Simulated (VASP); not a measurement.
# CuO (Pm-3m) in VASP: notebook

CuO is run at these levels: LDA; tasks: single point.

Program: VASP 6.6.1. These are calculated values, not measurements. Logs are shortened: lines on timing, memory, paths and dates and some standing lists are left out, and cuts for length are marked.

### 1 The cell of the first run

Symmetry: Pm-3m, No. 221, cubic system. Conventional cell: a = 2.553 Å, b = 2.553 Å, c = 2.553 Å, α = 90.00°, β = 90.00°, γ = 90.00°. Cu (site symmetry m-3m) has 8 O at 2.21 Å and 6 Cu at 2.55 Å within 2.9 Å. Within 2.9 Å of O (site symmetry m-3m) lie 8 Cu at 2.21 Å and 6 O at 2.55 Å.

### 2 Single point, LDA, collinear spin, zero start

INCAR

```
ALGO = Normal
EDIFF = 1E-6
ENCUT = 600
GGA = CA
GGA_COMPAT = F
ISIF = 2
ISMEAR = 0
ISPIN = 2
LASPH = T
LCHARG = T
LELF = T
LMAXMIX = 4
LORBIT = 11
LREAL = F
LVHAR = T
LWAVE = F
MAGMOM = 0 0
NBANDS = 20
NELM = 200
PREC = Accurate
SIGMA = 0.05
```

KPOINTS

```
k-points
0
Gamma
  7 7 7
```

POSCAR

```
CuO
1.0
    2.5525506100      0.0000000000      0.0000000000
    0.0000000000      2.5525506100      0.0000000000
    0.0000000000      0.0000000000      2.5525506100
Cu O
1 1
Direct
    0.0000000000      0.0000000000      0.0000000000
    0.5000000000      0.5000000000      0.5000000000
```

Potentials or basis: VASP PAW LDA potentials, release 64 (Cu, O).

The run is started by

```bash
$ cat potpaw_LDA.64/Cu/POTCAR potpaw_LDA.64/O/POTCAR > POTCAR
$ mpirun -np 1 vasp_std > vasp.out
```

OUTCAR:

```text
EDIFF = 1E-6
   ENCUT = 600
   GGA = CA
   ISIF = 2
   ISMEAR = 0
   ISPIN = 2
   LASPH = T
   LORBIT = 11
   LREAL = F
   NELM = 200
   PREC = Accurate

 ion  position               nearest neighbor table
   1  0.000  0.000  0.000-   2 2.21   2 2.21   2 2.21   2 2.21   2 2.21   2 2.21   2 2.21   2 2.21

   2  0.500  0.500  0.500-   1 2.21   1 2.21   1 2.21   1 2.21   1 2.21   1 2.21   1 2.21   1 2.21

  LATTYP: Found a simple cubic cell.
 ALAT       =     2.5525506100

  Lattice vectors:

 A1 = (   2.5525506100,   0.0000000000,   0.0000000000)
 A2 = (   0.0000000000,   2.5525506100,   0.0000000000)
 A3 = (   0.0000000000,   0.0000000000,   2.5525506100)

Analysis of symmetry for initial positions (statically):
=====================================================================
 Subroutine PRICEL returns:
 Original cell was already a primitive cell.

 Routine SETGRP: Setting up the symmetry group for a
 simple cubic supercell.

 Subroutine GETGRP returns: Found 48 space group operations
 (whereof 48 operations were pure point group operations)
 out of a pool of 48 trial point group operations.

The static configuration has the point symmetry O_h .

Analysis of symmetry for dynamics (positions and initial velocities):
=====================================================================
 Subroutine PRICEL returns:
 Original cell was already a primitive cell.

 Routine SETGRP: Setting up the symmetry group for a
 simple cubic supercell.

 Subroutine GETGRP returns: Found 48 space group operations
 (whereof 48 operations were pure point group operations)
 out of a pool of 48 trial point group operations.

The dynamic configuration has the point symmetry O_h .

Analysis of structural, dynamic, and magnetic symmetry:
=====================================================================
 Subroutine PRICEL returns:
 Original cell was already a primitive cell.

 Routine SETGRP: Setting up the symmetry group for a
 simple cubic supercell.

 Subroutine GETGRP returns: Found 48 space group operations
 (whereof 48 operations were pure point group operations)
 out of a pool of 48 trial point group operations.

The overall configuration has the point symmetry O_h .

 Subroutine INISYM returns: Found 48 space group operations
 (whereof 48 operations are pure point group operations),
 and found     1 'primitive' translations

----------------------------------------------------------------------------------------

                                     Primitive cell

  volume of cell :      16.6312

  direct lattice vectors                    reciprocal lattice vectors
     2.552550610  0.000000000  0.000000000     0.391765004  0.000000000  0.000000000
     0.000000000  2.552550610  0.000000000     0.000000000  0.391765004  0.000000000
     0.000000000  0.000000000  2.552550610     0.000000000  0.000000000  0.391765004

  length of vectors
     2.552550610  2.552550610  2.552550610     0.391765004  0.391765004  0.391765004

  position of ions in fractional coordinates (direct lattice)
     0.000000000  0.000000000  0.000000000
     0.500000000  0.500000000  0.500000000

  ion indices of the primitive-cell ions
   primitive index   ion index
                 1           1
                 2           2

----------------------------------------------------------------------------------------

 KPOINTS: k-points

Automatic generation of k-mesh.
 Grid dimensions read from file:
 generate k-points for:    7    7    7

 Generating k-lattice:

  Cartesian coordinates                     Fractional coordinates (reciprocal lattice)
     0.055966429  0.000000000  0.000000000     0.142857143  0.000000000  0.000000000
     0.000000000  0.055966429  0.000000000     0.000000000  0.142857143  0.000000000
     0.000000000  0.000000000  0.055966429     0.000000000  0.000000000  0.142857143

  Length of vectors
     0.055966429  0.055966429  0.055966429

  Shift w.r.t. Gamma in fractional coordinates (k-lattice)
     0.000000000  0.000000000  0.000000000

 Subroutine IBZKPT returns following result:
 ===========================================

 Found     20 irreducible k-points:

 Following reciprocal coordinates:
            Coordinates               Weight
  0.000000  0.000000  0.000000      1.000000
  0.142857  0.000000  0.000000      6.000000
  0.285714  0.000000  0.000000      6.000000
  0.428571  0.000000  0.000000      6.000000
  0.142857  0.142857  0.000000     12.000000
  0.285714  0.142857  0.000000     24.000000
[... 12 lines left out ...]
  0.428571  0.428571  0.285714     24.000000
  0.428571  0.428571  0.428571      8.000000
   k-points           NKPTS =     20   k-points in BZ     NKDIM =     20   number of bands    NBANDS=     20
   number of dos      NEDOS =    301   number of ions     NIONS =      2
   total plane-waves  NPLWV =   8000
   dimension x,y,z NGX =    20 NGY =   20 NGZ =   20
   dimension x,y,z NGXF=    40 NGYF=   40 NGZF=   40
   ions per type =               1   1
   NGX,Y,Z   is equivalent  to a cutoff of  13.03, 13.03, 13.03 a.u.
   NGXF,Y,Z  is equivalent  to a cutoff of  26.05, 26.05, 26.05 a.u.
 SYSTEM =  unknown system
   PREC   = accura    normal or accurate (medium, high low for compatibility)
   ISTART =      0    job   : 0-new  1-cont  2-samecut
   ICHARG =      2    charge: 1-file 2-atom 10-const
   ISPIN  =      2    spin polarized calculation?
   LNONCOLLINEAR =      F non collinear calculations
   LSORBIT =      F    spin-orbit coupling
   LASPH  =      T    aspherical Exc in radial PAW
   ENCUT  =  600.0 eV  44.10 Ry    6.64 a.u.   5.10  5.10  5.10*2*pi/ulx,y,z
   NELM   =    200;   NELMIN=  2; NELMDL= -5     # of ELM steps
   EDIFF  = 0.1E-05   stopping-criterion for ELM
   LREAL  =      F    real-space projection
   EDIFFG = 0.1E-04   stopping-criterion for IOM
   NSW    =      0    number of steps for IOM
   IBRION =     -1    ionic relax: 0-MD 1-quasi-New 2-CG
   NFREE  =      0    steps in history (QN), initial steepest desc. (CG)
   ISIF   =      2    stress and relaxation
   ISYM   =      2    0-nonsym 1-usesym 2-fastsym
   POTIM  = 0.5000    time-step for ionic-motion
   TEBEG  =    0.0;   TEEND  =   0.0 temperature during run
   PSTRESS=    0.0 pullay stress
   NELECT =      17.0000    total number of electrons
   NUPDOWN=      -1.0000    fix difference up-down
   EMIN   =  10.00;   EMAX   =-10.00  energy-range for DOS
   EFERMI =   0.00;   METHOD = LEGACY
   ISMEAR =     0;   SIGMA  =   0.05  broadening in eV -4-tet -1-fermi 0-gaus
   EFERMI_NEDOS =   21; number of points for ismear=-14 and -15
   IALGO  =     38    algorithm
   IMIX   =      4    mixing-type and parameters
     AMIX     =   0.40;   BMIX     =  1.00
     AMIX_MAG =   1.60;   BMIX_MAG =  1.00
  volume/ion in A,a.u.               =       8.32        56.12
  Fermi-wavevector in a.u.,A,eV,Ry     =   1.649112  3.116370 37.001994  2.719570
  Thomas-Fermi vector in A             =   2.738287
   LORBIT       =     11    0 simple, 1 ext, 2 COOP (PROOUT), +10 PAW based schemes
   GGA     = CA    functional components
   LHFCALC =     F    Hartree Fock is set to
   AEXX    =    0.0000 exact exchange contribution
   IVDW    =     0    specifies the selected vdW correction
   LEPSILON=     F    determine dielectric tensor
   LRPA    =     F    only Hartree local field effects (RPA)
 spin polarized calculation
 Gauss-broadening in eV      SIGMA  =   0.05
  energy-cutoff  :      600.00
  volume of cell :       16.63
 maximum number of plane-waves:       570
   NGX = 11   NGY = 11   NGZ = 11

 number of electron      16.9999977 magnetization       0.0000446

 number of electron      16.9999977 magnetization      -0.0000792

 Free energy of the ion-electron system (eV)
  ---------------------------------------------------
  ext. energy  EPLUGINS =         0.00000000
  ---------------------------------------------------
  free energy    TOTEN  =       -10.48166123 eV

  energy without entropy =      -10.48138274  energy(sigma->0) =      -10.48152198

 E-fermi :   7.4424     XC(G=0): -13.8294

 val. band max:        7.3131851398   @ k =   0.2857   0.1429   0.0000
 cond. band min:       7.5240128276   @ k =   0.4286   0.2857   0.1429
 fundamental gap:      0.2108276877
 Fermi energy:         7.4424148558

 spin component 1

 k-point     1 :       0.0000    0.0000    0.0000
  band No.  band energies     occupation
      1     -12.4292      1.00000
      2       3.6796      1.00000
      3       3.6796      1.00000
      4       5.3433      1.00000
      5       5.3433      1.00000
      6       5.3433      1.00000
[... 12 lines left out ...]
     19      42.3217      0.00000
     20      42.3217      0.00000
[... 415 lines left out ...]
 k-point    20 :       0.4286    0.4286    0.4286
  band No.  band energies     occupation
      1      -9.0595      1.00000
      2       0.8958      1.00000
      3       0.8958      1.00000
      4       1.1162      1.00000
      5       6.0010      1.00000
      6       6.0010      1.00000
[... 12 lines left out ...]
     19      50.5523      0.00000
     20      52.7069      0.00000
 Fermi energy:         7.4424148558

 spin component 2

 k-point     1 :       0.0000    0.0000    0.0000
  band No.  band energies     occupation
      1     -12.4291      1.00000
      2       3.6796      1.00000
      3       3.6796      1.00000
      4       5.3433      1.00000
      5       5.3433      1.00000
      6       5.3433      1.00000
[... 12 lines left out ...]
     19      42.3218      0.00000
     20      42.3218      0.00000
[... 415 lines left out ...]
 k-point    20 :       0.4286    0.4286    0.4286
  band No.  band energies     occupation
      1      -9.0594      1.00000
      2       0.8958      1.00000
      3       0.8958      1.00000
      4       1.1162      1.00000
      5       6.0010      1.00000
      6       6.0010      1.00000
[... 12 lines left out ...]
     19      50.5522      0.00000
     20      52.7069      0.00000

------------------------ aborting loop because EDIFF is reached ----------------------------------------

  FORCE on cell =-STRESS in cart. coord.  units (eV):
  Direction    XX          YY          ZZ          XY          YZ          ZX
  --------------------------------------------------------------------------------------
  -------------------------------------------------------------------------------------
  Total        0.0834192      0.0834192      0.0834192      0.0000000      0.0000000     -0.0000000
  in kB        8.0362527      8.0362527      8.0362527      0.0000000      0.0000000     -0.0000000
  external PRESSURE =       8.0362527 kB  Pullay stress =       0.0000000 kB

 VOLUME and BASIS-vectors are now :
 -----------------------------------------------------------------------------
  energy-cutoff  :      600.00
  volume of cell :       16.63
      direct lattice vectors                 reciprocal lattice vectors
     2.552550610  0.000000000  0.000000000     0.391765004  0.000000000  0.000000000
     0.000000000  2.552550610  0.000000000     0.000000000  0.391765004  0.000000000
     0.000000000  0.000000000  2.552550610     0.000000000  0.000000000  0.391765004

 POSITION                                       TOTAL-FORCE (eV/Angst)
 -----------------------------------------------------------------------------------
      0.00000      0.00000      0.00000         0.000000      0.000000      0.000000
      1.27628      1.27628      1.27628         0.000000      0.000000      0.000000
 -----------------------------------------------------------------------------------
    total drift:                                0.000000      0.000000      0.000000

  FREE ENERGIE OF THE ION-ELECTRON SYSTEM (eV)
  ---------------------------------------------------
  free  energy   TOTEN  =       -10.4816612342 eV

  energy  without entropy=      -10.4813827351  energy(sigma->0) =      -10.48152198

 total charge

# of ion       s       p       d       tot
------------------------------------------
    1        0.319   0.361   9.187   9.867
    2        1.585   3.294   0.000   4.879
--------------------------------------------------
tot          1.904   3.655   9.187  14.746

 magnetization (x)

# of ion       s       p       d       tot
------------------------------------------
    1       -0.000  -0.000   0.000   0.000
    2        0.000   0.000   0.000   0.000
--------------------------------------------------
tot          0.000   0.000   0.000   0.000
```

It took 8.3 s on 1 thread of Intel Xeon Platinum 8488C (Sapphire Rapids), shared host; peak memory 0.13 GiB.

Results:

```
Free energy                                           : -10.4817 eV
Pressure                                              : 0.8 GPa
Net moment                                            : 0.00 μB per cell
Valence electrons inside the program's atomic spheres : Cu 9.87; O 4.88
```

Levels at points of the mesh, in eV from the Fermi level:
Spin up:
```
           k point  band 6  band 7  band 8  band 9  band 10  band 11  band 12  band 13
(0.00, 0.00, 0.00)   -2.10   -1.82   -1.82   -1.82     1.29    16.05    16.05    20.72
```
Spin down:
```
           k point  band 7  band 8  band 9  band 10  band 11  band 12
(0.00, 0.00, 0.00)   -1.82   -1.82   -1.82     1.29    16.05    16.05
```

Caveat: semilocal functionals often make such compounds metallic where correlation or magnetic order opens a gap, which also shifts bond lengths. With open d or f shells a metallic result of LDA can be an artefact of self-interaction; +U or a hybrid may open a gap.

### 3 Single point, LDA, collinear spin, zero start

INCAR

```
SYSTEM = CuO
PREC = Accurate
ENCUT = 600
EDIFF = 1E-6
ISMEAR = 0
SIGMA = 0.05
LREAL = .False.
LASPH = .True.
NELM = 200
ALGO = Normal
ISIF = 2
LWAVE = .False.
LCHARG = .False.
ISPIN = 2
MAGMOM = 0 0
LORBIT = 11
LMAXMIX = 4
NBANDS = 20
GGA_COMPAT = .False.
```

KPOINTS

```
Automatic mesh
0
Gamma
  7 7 7
  0 0 0
```

POSCAR is that of step 2.

Potentials or basis: VASP PAW LDA potentials, release 64 (Cu, O).

The run is started by

```bash
$ cat potpaw_LDA.64/Cu/POTCAR potpaw_LDA.64/O/POTCAR > POTCAR
$ mpirun -np 1 vasp_std > vasp.out
```

It took 8 s on 1 thread of Intel Xeon Platinum 8488C (Sapphire Rapids), shared host; peak memory 0.13 GiB.

The run converged. Its results:

```
Free energy                                           : -10.4817 eV
Pressure                                              : 0.8 GPa
Net moment                                            : 0.00 μB per cell
Valence electrons inside the program's atomic spheres : Cu 9.87; O 4.88
```

Levels at points of the mesh, in eV from the Fermi level:
Spin up:
```csv
k point,band 5,band 6,band 7,band 8,band 9,band 10,band 11,band 12,band 13,band 14
"(0.00, 0.00, 0.00)",-2.10,-2.10,-1.82,-1.82,-1.82,1.29,16.05,16.05,20.72,20.72
```
Spin down:
```tsv
k point	band 6	band 7	band 8	band 9	band 10	band 11	band 12	band 13
(0.00, 0.00, 0.00)	-2.10	-1.82	-1.82	-1.82	1.29	16.05	16.05	20.72
```

Caveat: semilocal functionals often make such compounds metallic where correlation or magnetic order opens a gap, which also shifts bond lengths.
